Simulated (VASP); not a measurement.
# Se: single point with PBE

Se:

```
Se
1.0
    -1.74743    1.74743    1.74743
     1.74743   -1.74743    1.74743
     1.74743    1.74743   -1.74743
Se
1
Direct
  0.00000 0.00000 0.00000
```

This cell differs from its parent crystal: strained.

| Item | Value |
| --- | --- |
| Program | VASP 6.6.1 |
| Task | single point |
| Functional | PBE |
| Potentials or basis | VASP PAW PBE potentials, release 64 (Se) |
| Cutoff | 520 eV |
| k mesh | 14 × 14 × 14 |
| Occupations | gaussian, width 0.1 eV |
| Spin | no spin polarisation |

- Pressure: -2.9 GPa
- Band gap on the k mesh: zero (bands 3 and 4 overlap by 5.76 eV)

Levels at points of the mesh, in eV from the Fermi level:
| k point | band 1 | band 2 | band 3 | band 4 | band 5 | band 6 |
| --- | --- | --- | --- | --- | --- | --- |
| (0.00, 0.00, 0.00) | -15.62 | 2.80 | 2.80 | 2.80 | 10.59 | 12.36 |
| (0.50, 0.00, 0.00) | -12.50 | -6.16 | 0.08 | 2.06 | 6.95 | 8.47 |
| (0.50, 0.50, 0.50) | -10.39 | -2.96 | -2.96 | -2.96 | 4.40 | 4.40 |

Wall time 21 s on 1 thread of Intel Xeon 8259CL (shared host), peak memory 0.15 GiB.

Caveat: the cell differs from its parent crystal (strained).
